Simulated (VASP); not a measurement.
**Ti: single point with r2SCAN**

The system is Ti.

```xyz
1
Lattice="-1.5442 1.5442 1.8531 1.5442 -1.5442 1.8531 1.5442 1.5442 -1.8531" Properties=species:S:1:pos:R:3 pbc="T T T"
Ti    0.0000    0.0000    0.0000
```

This cell differs from its parent crystal: ratio of the length along z to the lengths across it x 1.2, volume and fractional coordinates fixed.

```yaml
Program: VASP 6.6.1
Task: single point
Functional: r2SCAN
Potentials_or_basis: VASP PAW PBE potentials, release 64 (Ti_sv)
Cutoff: 520 eV
k_mesh: 22 × 22 × 22
Occupations: gaussian, width 0.15 eV
Spin: no spin polarisation
Dipole_correction: no
Further_INCAR_settings: ALGO = Normal; EDIFF = 1e-07; NBANDS = 12
```

| Property | Result |
| --- | --- |
| Pressure | -1.8 GPa |
| Band gap on the k mesh | zero (bands 6 and 7 overlap by 1.62 eV) |

Stress tensor (GPa, compression positive):
```
-3.10  0.00  0.00
 0.00 -3.10  0.00
 0.00  0.00  0.78
```

Levels at points of the mesh, in eV from the Fermi level:
```tsv
k point	band 2	band 3	band 4	band 5	band 6	band 7	band 8	band 9	band 10	band 11
(0.00, 0.00, 0.00)	-33.87	-33.87	-33.86	-6.37	0.81	0.81	1.87	2.00	3.18	16.21
(0.50, 0.00, 0.00)	-34.53	-34.02	-33.89	-2.62	0.26	0.54	1.79	3.42	4.10	8.54
(0.50, 0.50, 0.00)	-34.50	-34.11	-33.97	-2.57	-1.30	1.78	3.55	3.61	4.30	9.89
(0.50, 0.50, 0.50)	-34.44	-34.21	-34.21	-2.47	-2.01	3.85	4.01	4.01	5.21	10.42
```

It took 4.3 min on 1 thread of Intel(R) Xeon(R) 6975P-C (Granite Rapids), with other jobs on the host, peak memory 0.29 GiB.

Caveat: the PAW data sets were made with another functional, which shifts forces and pressure a little.
